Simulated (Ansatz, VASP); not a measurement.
One calculation of Sb, two programs

INCAR

```
SYSTEM = Sb
ALGO     = Normal         ! electronic algorithm
EDIFF    = 1E-6           ! SCF threshold, eV
ENCUT    = 520            ! plane-wave cutoff, eV
GGA      = PE             ! functional
ISIF     = 2              ! what is computed and relaxed
ISMEAR   = -1             ! smearing method
LASPH    = .TRUE.         ! aspherical terms in the spheres
LCHARG   = .TRUE.         ! write CHGCAR
LELF     = .TRUE.         ! ELF
LREAL    = .FALSE.        ! projectors in reciprocal space
LVHAR    = .TRUE.       
LWAVE    = .FALSE.        ! write WAVECAR
NBANDS   = 8              ! bands
NELM     = 100            ! most SCF steps
PREC     = Accurate       ! precision mode
SIGMA    = 0.05           ! smearing width, eV
```

File KPOINTS:

```
k-points
0
G
  19 19 19
  0 0 0
```

POSCAR

```
Sb
1.0
   -1.5050000000      1.5050000000      2.5296000000
    1.5050000000     -1.5050000000      2.5296000000
    1.5050000000      1.5050000000     -2.5296000000
Sb
1
Direct
    0.0000000000      0.0000000000      0.0000000000
```

Input for Ansatz:

```yaml
crystal:
  lattice:
    - [-1.505, 1.505, 2.5296]
    - [1.505, -1.505, 2.5296]
    - [1.505, 1.505, -2.5296]
  atoms:
    - { symbol: Sb, position: [0.0, 0.0, 0.0] }
kpoints:
  mp_grid: { grid: [19, 19, 19] }
  band_path:
    path:
      - [0.0, 0.0, 0.0]
      - [0.0, 0.0, 0.5]
      - [0.25, 0.25, 0.25]
      - [0.0, 0.5, 0.0]
      - [0.0, 0.0, 0.0]
      - [0.5, 0.5, -0.5]
      - [0.3384930784, 0.6615069216, -0.3384930784]
      - [-0.3384930784, 0.3384930784, 0.3384930784]
      - [0.0, 0.0, 0.0]
    npoints: 5
scf:
  occupations: { method: fermi_dirac, width: 0.05 }
hamiltonian:
  xc: pbe
  pseudopotentials: { kind: all_electron, lapw: { basis_error: 0.00025 } }
output:
  forces: true
  stress: true
  eigenvalues: true
```

Change from the starting cell: zz strain of +2 %.

Alike in both runs: task single point; functional PBE; k mesh 19 × 19 × 19; occupations fermi-dirac, width 0.05 eV; no spin polarisation.

```csv
,VASP,Ansatz
version,VASP 6.6.1,Ansatz 0.2.0
potentials or method,"VASP PAW PBE potentials, release 64 (Sb), cutoff 520 eV","all-electron LAPW, scalar-relativistic"
```

```tsv
	VASP	Ansatz	Ansatz less VASP
pressure (GPa)	16.9	16.9	+0.05
traceless stress, the component that is largest in VASP (GPa)	-1.55	-1.46	+0.087
```

Ansatz ran all-electron here, and VASP with PAW potentials.

Spin-orbit coupling is off throughout.
